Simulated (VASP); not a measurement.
Wanted: the native input for a VASP 6.6.1 run.

```yaml
Task: single point
Functional: PBE
Potentials_or_basis: VASP PAW PBE potentials, release 64 (Si, Ni)
Cutoff: 520 eV
k_mesh: 14 × 14 × 14
Occupations: gaussian, width 0.1 eV
Spin: no spin polarisation
Dipole_correction: no
Further_INCAR_settings: ALGO = Normal; EDIFF = 1e-06; NBANDS = 16
```

The structure of Si2Ni lies in POSCAR:

```
Si2Ni
1.0
    3.5805064632      0.0000000000      0.0000000000
    0.0000000000      3.5805064632      0.0000000000
    0.0000000000      0.0000000000      3.2472168636
Si Ni
2 1
Direct
    0.0000000000      0.5000000000      0.5000000000
    0.5000000000      0.0000000000      0.5000000000
    0.0000000000      0.0000000000      0.0000000000
```

The input as run:

INCAR

```
ALGO = Normal
EDIFF = 1E-6
ENCUT = 520
GGA = PE
ISIF = 2
ISMEAR = 0
LASPH = T
LCHARG = T
LELF = T
LREAL = F
LVHAR = T
LWAVE = F
NBANDS = 16
NELM = 100
PREC = Accurate
SIGMA = 0.1
```

KPOINTS

```
k-points
0
Gamma
  14 14 14
```

Potentials or basis: VASP PAW PBE potentials, release 64 (Si, Ni).

Run with:

```bash
$ cat potpaw_PBE.64/Si/POTCAR potpaw_PBE.64/Ni/POTCAR > POTCAR
$ mpirun -np 1 vasp_std > vasp.out
```

Results of the run:

| Property | Result |
| --- | --- |
| Pressure | -0.1 GPa |
| Band gap on the k mesh | zero (band 9 reaches 10.86 eV, above the bottom of band 10 at 8.60 eV) |

Wall time 57 s on 1 thread of Intel(R) Xeon(R) 6975P-C (Granite Rapids), with other jobs on the host, peak memory 0.29 GiB.
